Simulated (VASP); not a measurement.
Write the native input for VASP 6.6.1 that does the following.

| Property | Result |
| --- | --- |
| Task | single point |
| Functional | PBE |
| Potentials or basis | VASP PAW PBE potentials, release 64 (V_sv) |
| Cutoff | 500 eV |
| k mesh | 6 × 6 × 6 |
| Occupations | fermi-dirac, width 0.1 eV |
| Spin | collinear spin, ferromagnetic start |
| Starting moments | [0.5, 0.5] μB |
| Dipole correction | no |
| Further INCAR settings | ALGO = Normal; EDIFF = 1e-06; NBANDS = 24 |

The structure of V lies in POSCAR:

```
V
1.0
    3.0306120000      0.0049630000     -0.0190020000
    0.0049630000      3.0490800000      0.0153370000
   -0.0190020000      0.0153370000      3.0598970000
V
2
Direct
    0.9836450000      0.9811090000      0.0038950000
    0.5096580000      0.5118220000      0.4900830000
```

These files were run (other wordings do the same):

INCAR

```
  ALGO = Normal
  EDIFF = 1E-6
  ENCUT = 500
  GGA = PE
  GGA_COMPAT = F
  ISIF = 2
  ISMEAR = -1
  ISPIN = 2
  LASPH = T
  LCHARG = F
  LMAXMIX = 4
  LORBIT = 11
  LREAL = F
  LWAVE = F
  MAGMOM = 0.5 0.5
  NBANDS = 24
  NELM = 200
  PREC = Accurate
  SIGMA = 0.1
```

KPOINTS

```
k-points
0
Gamma
  6 6 6
```

Potentials or basis: VASP PAW PBE potentials, release 64 (V_sv).

Run with:

```console
$ cat potpaw_PBE.64/V_sv/POTCAR > POTCAR
$ mpirun -np 1 vasp_std > vasp.out
```

Results of the run:

```json
{
  "Pressure": "-6.7 GPa",
  "Largest force": "0.739 eV/Å",
  "Band gap on the k mesh": "zero (filled and empty bands overlap)",
  "Net moment": "0.00 μB per cell",
  "Valence electrons inside the program's atomic spheres": "V 11.58"
}
```

Wall time 2.6 min on 1 thread of Intel Xeon 8259CL, on a shared host, peak memory 0.22 GiB.
